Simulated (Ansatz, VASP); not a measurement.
## One calculation of Ge, two programs

```
Ge
1.0
     5.38055    0.00000    0.00000
    -2.69027    4.65969    0.00000
     0.00000    0.00000   26.15750
Ge
4
Cartesian
  2.6903 0.0000 7.3250
  -1.3451 2.3298 7.3250
  1.3451 2.3298 7.3250
  0.0000 0.0000 8.3566
```

Alike in both runs: functional PBE; k mesh 12 × 12 × 1; occupations gaussian, width 0.1 eV; no spin polarisation.

Ansatz relaxed the structure, and its values are those at the end. VASP's run is a single point on that final structure, the one shown.

|  | VASP | Ansatz |
| --- | --- | --- |
| version | VASP 6.6.1 | Ansatz 0.2.0 |
| potentials or method | VASP PAW PBE potentials, release 64 (Ge_d), cutoff 520 eV | scalar-relativistic, plane waves, PAW |
| valence electrons in the cell | 56 | 56 |

|  | VASP | Ansatz | Ansatz less VASP |
| --- | --- | --- | --- |
| gap on the k mesh at the Fermi level (eV) | none | none | - |
| rms of the force components (eV/Å) | 0.003 | 0.001 | -0.0028 |

A gap of «none» marks a metal or a gap that the smearing closes.
